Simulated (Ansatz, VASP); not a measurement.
# TiN: VASP beside Ansatz

```
Ti N
1.0
     0.00000    2.16362    2.16362
     2.16362    0.00000    2.16362
     2.16362    2.16362    0.00000
Ti N
1 1
Cartesian
  0.0000 0.0000 0.0000
  2.1636 2.1636 2.1636
```

Change from the starting cell: volume scaled by 1.06.

Alike in both runs: task single point; functional PBEsol; k mesh 13 × 13 × 13; occupations fermi-dirac, width 0.05 eV; no spin polarisation.

```csv
,VASP,Ansatz
version,VASP 6.6.1,Ansatz 0.2.0
potentials or method,"VASP PAW PBE potentials, release 64 (Ti_sv, N), cutoff 600 eV","all-electron LAPW, scalar-relativistic"
```

Ansatz gave:

```
pressure (GPa) : -21.7
```

Task: Estimate VASP's values.

Result: Pressure (GPa): -21.3.

VASP's potentials were made for PBE, not for PBEsol. Ansatz ran all-electron here, and VASP with PAW potentials.
